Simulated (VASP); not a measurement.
# PbSe (Pm-3m) in VASP: notebook, part 2 of 2

VASP 6.6.1. The steps go on from the part before.

**4. Relaxation of cell and atoms, PBEsol+D4**

INCAR

```
SYSTEM = PbSe
  ALGO = Normal
  EDIFF = 1E-7
  EDIFFG = -0.01
  ENCUT = 600
  GGA = PS
  IBRION = 2
  ISIF = 3
  ISMEAR = -1
  IVDW = 13
  LASPH = .True.
  LCHARG = .False.
  LREAL = .False.
  LWAVE = .False.
  NELM = 100
  NSW = 60
  PREC = Accurate
  SIGMA = 0.05
```

KPOINTS

```
k-points
0
Gamma
  7 7 7
  0 0 0
```

POSCAR

```
PbSe
1.0
    3.7843220000      0.0000000000      0.0000000000
    0.0000000000      3.7843220000      0.0000000000
    0.0000000000      0.0000000000      3.7843220000
Pb Se
1 1
Direct
    0.0000000000      0.0000000000      0.0000000000
    0.5000000000      0.5000000000      0.5000000000
```

Potentials or basis: VASP PAW PBE potentials, release 64 (Pb_d, Se).

The run is started by

```console
$ cat potpaw_PBE.64/Pb_d/POTCAR potpaw_PBE.64/Se/POTCAR > POTCAR
$ mpirun -np 1 vasp_std > vasp.out
```

OUTCAR:

```text
SYSTEM = PbSe
   EDIFF = 1E-7
   EDIFFG = -0.01
   ENCUT = 600
   GGA = PS
   IBRION = 2
   ISIF = 3
   ISMEAR = -1
   IVDW = 13
   LASPH = .True.
   LREAL = .False.
   NELM = 100
   NSW = 60
   PREC = Accurate

 ion  position               nearest neighbor table
   1  0.000  0.000  0.000-   2 3.28   2 3.28   2 3.28   2 3.28   2 3.28   2 3.28   2 3.28   2 3.28

   2  0.500  0.500  0.500-   1 3.28   1 3.28   1 3.28   1 3.28   1 3.28   1 3.28   1 3.28   1 3.28

  LATTYP: Found a simple cubic cell.
 ALAT       =     3.7843220000

  Lattice vectors:

 A1 = (   3.7843220000,   0.0000000000,   0.0000000000)
 A2 = (   0.0000000000,   3.7843220000,   0.0000000000)
 A3 = (   0.0000000000,   0.0000000000,   3.7843220000)

Analysis of symmetry for initial positions (statically):
=====================================================================
 Subroutine PRICEL returns:
 Original cell was already a primitive cell.

 Routine SETGRP: Setting up the symmetry group for a
 simple cubic supercell.

 Subroutine GETGRP returns: Found 48 space group operations
 (whereof 48 operations were pure point group operations)
 out of a pool of 48 trial point group operations.

The static configuration has the point symmetry O_h .

Analysis of symmetry for dynamics (positions and initial velocities):
=====================================================================
 Subroutine PRICEL returns:
 Original cell was already a primitive cell.

 Routine SETGRP: Setting up the symmetry group for a
 simple cubic supercell.

 Subroutine GETGRP returns: Found 48 space group operations
 (whereof 48 operations were pure point group operations)
 out of a pool of 48 trial point group operations.

The dynamic configuration has the point symmetry O_h .

 Subroutine INISYM returns: Found 48 space group operations
 (whereof 48 operations are pure point group operations),
 and found     1 'primitive' translations

----------------------------------------------------------------------------------------

                                     Primitive cell

  volume of cell :      54.1956

  direct lattice vectors                    reciprocal lattice vectors
     3.784322000  0.000000000  0.000000000     0.264248127  0.000000000  0.000000000
     0.000000000  3.784322000  0.000000000     0.000000000  0.264248127  0.000000000
     0.000000000  0.000000000  3.784322000     0.000000000  0.000000000  0.264248127

  length of vectors
     3.784322000  3.784322000  3.784322000     0.264248127  0.264248127  0.264248127

  position of ions in fractional coordinates (direct lattice)
     0.000000000  0.000000000  0.000000000
     0.500000000  0.500000000  0.500000000

  ion indices of the primitive-cell ions
   primitive index   ion index
                 1           1
                 2           2

----------------------------------------------------------------------------------------

 KPOINTS: k-points

Automatic generation of k-mesh.
 Grid dimensions read from file:
 generate k-points for:    7    7    7

 Generating k-lattice:

  Cartesian coordinates                     Fractional coordinates (reciprocal lattice)
     0.037749732  0.000000000  0.000000000     0.142857143  0.000000000  0.000000000
     0.000000000  0.037749732  0.000000000     0.000000000  0.142857143  0.000000000
     0.000000000  0.000000000  0.037749732     0.000000000  0.000000000  0.142857143

  Length of vectors
     0.037749732  0.037749732  0.037749732

  Shift w.r.t. Gamma in fractional coordinates (k-lattice)
     0.000000000  0.000000000  0.000000000

 Subroutine IBZKPT returns following result:
 ===========================================

 Found     20 irreducible k-points:

 Following reciprocal coordinates:
            Coordinates               Weight
  0.000000  0.000000  0.000000      1.000000
  0.142857  0.000000  0.000000      6.000000
  0.285714  0.000000  0.000000      6.000000
  0.428571  0.000000  0.000000      6.000000
  0.142857  0.142857  0.000000     12.000000
  0.285714  0.142857  0.000000     24.000000
[... 12 lines left out ...]
  0.428571  0.428571  0.285714     24.000000
  0.428571  0.428571  0.428571      8.000000
   k-points           NKPTS =     20   k-points in BZ     NKDIM =     20   number of bands    NBANDS=     14
   number of dos      NEDOS =    301   number of ions     NIONS =      2
   total plane-waves  NPLWV =  27000
   dimension x,y,z NGX =    30 NGY =   30 NGZ =   30
   dimension x,y,z NGXF=    60 NGYF=   60 NGZF=   60
   ions per type =               1   1
   NGX,Y,Z   is equivalent  to a cutoff of  13.18, 13.18, 13.18 a.u.
   NGXF,Y,Z  is equivalent  to a cutoff of  26.36, 26.36, 26.36 a.u.
 SYSTEM =  PbSe
   PREC   = accura    normal or accurate (medium, high low for compatibility)
   ISTART =      0    job   : 0-new  1-cont  2-samecut
   ICHARG =      2    charge: 1-file 2-atom 10-const
   ISPIN  =      1    spin polarized calculation?
   LNONCOLLINEAR =      F non collinear calculations
   LSORBIT =      F    spin-orbit coupling
   LASPH  =      T    aspherical Exc in radial PAW
   ENCUT  =  600.0 eV  44.10 Ry    6.64 a.u.   7.56  7.56  7.56*2*pi/ulx,y,z
   NELM   =    100;   NELMIN=  2; NELMDL= -5     # of ELM steps
   EDIFF  = 0.1E-06   stopping-criterion for ELM
   LREAL  =      F    real-space projection
   EDIFFG = -.1E-01   stopping-criterion for IOM
   NSW    =     60    number of steps for IOM
   IBRION =      2    ionic relax: 0-MD 1-quasi-New 2-CG
   NFREE  =      1    steps in history (QN), initial steepest desc. (CG)
   ISIF   =      3    stress and relaxation
   ISYM   =      2    0-nonsym 1-usesym 2-fastsym
   POTIM  = 0.5000    time-step for ionic-motion
   TEBEG  =    0.0;   TEEND  =   0.0 temperature during run
   PSTRESS=    0.0 pullay stress
   NELECT =      20.0000    total number of electrons
   NUPDOWN=      -1.0000    fix difference up-down
   EMIN   =  10.00;   EMAX   =-10.00  energy-range for DOS
   EFERMI =   0.00;   METHOD = LEGACY
   ISMEAR =    -1;   SIGMA  =   0.05  broadening in eV -4-tet -1-fermi 0-gaus
   EFERMI_NEDOS =   21; number of points for ismear=-14 and -15
   IALGO  =     38    algorithm
   IMIX   =      4    mixing-type and parameters
     AMIX     =   0.40;   BMIX     =  1.00
     AMIX_MAG =   1.60;   BMIX_MAG =  1.00
  volume/ion in A,a.u.               =      27.10       182.87
  Fermi-wavevector in a.u.,A,eV,Ry     =   1.174258  2.219025 18.760817  1.378881
  Thomas-Fermi vector in A             =   2.310658
   LORBIT       =      0    0 simple, 1 ext, 2 COOP (PROOUT), +10 PAW based schemes
   GGA     = PS    functional components
   LHFCALC =     F    Hartree Fock is set to
   AEXX    =    0.0000 exact exchange contribution
   IVDW    =    13    specifies the selected vdW correction
   LEPSILON=     F    determine dielectric tensor
   LRPA    =     F    only Hartree local field effects (RPA)
 conjugate gradient relaxation of ions
 non-spin polarized calculation
  energy-cutoff  :      600.00
  volume of cell :       54.20
 maximum number of plane-waves:      1839
 NGX is ok and might be reduce to    30
   NGX = 15   NGY = 15   NGZ = 15

--------------------------------------- Ionic step        1  -------------------------------------------

 number of electron      20.0000001 magnetization

 Free energy of the ion-electron system (eV)
  ---------------------------------------------------
  ext. energy  EPLUGINS =         0.00000000
  ---------------------------------------------------
  free energy    TOTEN  =        -8.47667810 eV

  energy without entropy =       -8.46645720  energy(sigma->0) =       -8.47156765

------------------------ aborting loop because EDIFF is reached ----------------------------------------

  DFT-D4 for vdW energy calculation

  Edisp (eV):   -0.48522

  FORCE on cell =-STRESS in cart. coord.  units (eV):
  Direction    XX          YY          ZZ          XY          YZ          ZX
  --------------------------------------------------------------------------------------
  -------------------------------------------------------------------------------------
  Total      -1.55609    -1.55609    -1.55609    -0.00000    -0.00000     0.00000
  in kB     -46.00248   -46.00248   -46.00248    -0.00000    -0.00000     0.00000
  external pressure =      -46.00 kB  Pullay stress =        0.00 kB
[... 61 lines left out ...]
  energy  without entropy=       -9.0211140762  energy(sigma->0) =       -9.02513093

--------------------------------------- Ionic step        3  -------------------------------------------

 number of electron      19.9999996 magnetization

 Free energy of the ion-electron system (eV)
  ---------------------------------------------------
  ext. energy  EPLUGINS =         0.00000000
  ---------------------------------------------------
  free energy    TOTEN  =        -8.50567534 eV

  energy without entropy =       -8.49702295  energy(sigma->0) =       -8.50134914

 E-fermi :   6.2155     XC(G=0): -10.5502

 val. band max:        6.1874894638   @ k =   0.2857   0.1429   0.1429
 cond. band min:       6.2411035310   @ k =   0.1429   0.1429   0.1429
 fundamental gap:      0.0536140672
 Fermi energy:         6.2155203669

 k-point     1 :       0.0000    0.0000    0.0000
  band No.  band energies     occupation
      1     -10.6752      2.00000
      2     -10.6752      2.00000
      3     -10.4758      2.00000
      4     -10.4758      2.00000
      5     -10.4758      2.00000
      6      -7.6478      2.00000
      7      -0.6678      2.00000
      8       4.4619      2.00000
      9       4.4619      2.00000
     10       4.4619      2.00000
     11      11.1351      0.00000
     12      11.1351      0.00000
     13      12.8856      0.00000
     14      12.8856      0.00000
[... 354 lines left out ...]
  FREE ENERGIE OF THE ION-ELECTRON SYSTEM (eV)
  ---------------------------------------------------
  free  energy   TOTEN  =        -9.0352173787 eV

  energy  without entropy=       -9.0265649827  energy(sigma->0) =       -9.03089118

 reached required accuracy - stopping structural energy minimisation
```

OSZICAR:

```text
N       E                     dE             d eps       ncg     rms          rms(c)
DAV:   1     0.160758741211E+03    0.16076E+03   -0.10714E+04   560   0.166E+03
DAV:   2     0.422266623462E+01   -0.15654E+03   -0.15391E+03   572   0.377E+02
DAV:   3    -0.857503543152E+01   -0.12798E+02   -0.12341E+02   746   0.106E+02
[... 28 lines left out ...]
DAV:   5    -0.850568103784E+01   -0.57709E-05   -0.31782E-04   724   0.285E-01    0.179E-02
DAV:   6    -0.850567487337E+01    0.61645E-05   -0.24962E-05   704   0.970E-02    0.602E-03
DAV:   7    -0.850567545931E+01   -0.58594E-06   -0.17299E-06   630   0.161E-02    0.751E-04
DAV:   8    -0.850567534983E+01    0.10948E-06   -0.49039E-08   322   0.274E-03    0.368E-04
DAV:   9    -0.850567534096E+01    0.88687E-08   -0.79714E-09   280   0.105E-03
   3 F= -.90352174E+01 E0= -.90308912E+01  d E =-.733147E-01
```

Wall time 36 s (1 thread of Intel Xeon Platinum 8259CL at 2.50GHz (Skylake/Cascade Lake), shared host); peak memory 0.18 GiB.

What came out:

```yaml
Free_energy: -9.0352 eV
Relaxed_volume: 24.76 Å³/atom
Relaxed_cell: a = 3.672 Å, b = 3.672 Å, c = 3.672 Å, α = 90.00°, β = 90.00°, γ = 90.00°
Space_group_after_relaxing_to_0.05_Å: Pm-3m (No. 221)
Energy_gained_by_relaxing: 36.7 meV/atom
Ionic_steps: 3
Pressure_after_relaxing: 0.0 GPa
Band_gap_on_the_k_mesh: zero (band 10 reaches 6.24 eV, above the bottom of band 11 at 5.77 eV)
Dispersion_energy_per_atom: -0.265 eV
```

The path:
```csv
step,energy change (eV),largest force (eV/Å),pressure (GPa),volume (Å³)
1,0.0000,0.0000,-4.60,54.20
2,-0.0672,0.0000,1.66,48.32
3,-0.0733,0.0000,0.01,49.52
```

Final structure:
```
CELL_PARAMETERS angstrom
3.67208 0.00000 0.00000
0.00000 3.67208 0.00000
0.00000 0.00000 3.67208
ATOMIC_POSITIONS crystal
Pb 0.00000 0.00000 0.00000
Se 0.50000 0.50000 0.50000
```

Levels at points of the mesh, in eV from the Fermi level:
| k point | band 6 | band 7 | band 8 | band 9 | band 10 | band 11 | band 12 | band 13 | band 14 |
| --- | --- | --- | --- | --- | --- | --- | --- | --- | --- |
| (0.00, 0.00, 0.00) | -13.86 | -6.88 | -1.75 | -1.75 | -1.75 | 4.92 | 4.92 | 6.67 | 6.67 |

Caveat: the PAW data sets were made with another functional, which shifts forces and pressure a little; spin-orbit coupling is left out, which moves the levels of the heavy elements; pairwise dispersion overbinds metals, which lowers pressure and volume.

**5. The runs side by side**

| task | level | cell | cutoff (eV) | smearing | gap on the mesh (eV) | pressure (GPa) | relaxed volume (Å³/atom) |
| --- | --- | --- | --- | --- | --- | --- | --- |
| single point | PBE | as given | 520 | gaussian 0.03 eV | none | -0.2 | - |
| relaxation of cell and atoms | PBEsol+D3(BJ) | relaxed | 600 | fermi-dirac 0.05 eV | none | 0.0 | 24.31 |
| relaxation of cell and atoms | PBEsol+D4 | relaxed | 600 | fermi-dirac 0.05 eV | none | 0.0 | 24.76 |

Alike in all rows: potentials or basis VASP PAW PBE potentials, release 64 (Pb_d, Se); no spin polarisation; k mesh 7 × 7 × 7.

Caveats: spin-orbit coupling is left out, which moves the levels of the heavy elements; the PAW data sets were made with another functional, which shifts forces and pressure a little (some runs); pairwise dispersion overbinds metals, which lowers pressure and volume (some runs).

Absolute energies hang on the potentials; compare differences alone.
